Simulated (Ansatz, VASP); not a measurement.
BaTe in VASP and in Ansatz

The input INCAR:

```
SYSTEM = BaTe
  PREC = Accurate
  ENCUT = 600
  EDIFF = 1E-6
  ISMEAR = 0
  SIGMA = 0.02
  LREAL = .False.
  LASPH = .True.
  NELM = 80
  ALGO = Normal
  ISIF = 3
  LWAVE = .False.
  LCHARG = .False.
  GGA = PE
  IBRION = 2
  NSW = 100
  EDIFFG = -0.01
```

The input KPOINTS:

```
Automatic mesh
0
Gamma
  6 6 6
  0 0 0
```

The input POSCAR:

```
BaTe
1.0
    4.2410122862      0.0000000000      0.0000000000
    0.0000000000      4.2410122862      0.0000000000
    0.0000000000      0.0000000000      4.2410122862
Ba Te
1 1
Direct
    0.5000000000      0.5000000000      0.5000000000
    0.0000000000      0.0000000000      0.0000000000
```

Input for Ansatz:

```yaml
crystal:
  lattice:
    - [4.2410122862, 0.0, 0.0]
    - [0.0, 4.2410122862, 0.0]
    - [0.0, 0.0, 4.2410122862]
  atoms:
    - { symbol: Ba, position: [0.5, 0.5, 0.5] }
    - { symbol: Te, position: [0.0, 0.0, 0.0] }
basis:
  ecutwfc: 420
kpoints:
  mp_grid: { grid: [6, 6, 6] }
hamiltonian:
  xc: pbe
scf:
  occupations: { method: gaussian, width: 0.02 }
output:
  forces: true
  stress: true
  eigenvalues: true
relax:
  adjacent_minimum: "off"
  f_tol: 0.01
  max_steps: 80
  cell: { stress_tol: 0.05 }
```

Alike in both runs: task relaxation of cell and atoms; functional PBE; k mesh 6 × 6 × 6; occupations gaussian, width 0.02 eV; no spin polarisation.

```csv
,VASP,Ansatz
version,VASP 6.6.1,Ansatz 0.2.0
potentials or method,"VASP PAW PBE potentials, release 64 (Ba_sv, Te), cutoff 600 eV","scalar-relativistic, plane waves, PAW"
valence electrons in the cell,16,26
```

Ansatz gave:

| Property | Result |
| --- | --- |
| gap on the k mesh at the Fermi level, each at its own relaxed structure (eV) | 0.86 |
| relaxed volume (Å³/atom) | 38.22 |
| relaxed length of the cell vector where the two differ most in proportion (Å) | 4.244 |

Question: What did VASP give for the same quantities?

Answer: gap on the k mesh at the Fermi level, each at its own relaxed structure (eV): 0.79; relaxed volume (Å³/atom): 38.79; relaxed length of the cell vector where the two differ most in proportion (Å): 4.265.

VASP's potentials hold 16 valence electrons a cell and Ansatz's 26, so a difference there can come from the potentials and not from the codes.

Neither program's run includes spin-orbit coupling.
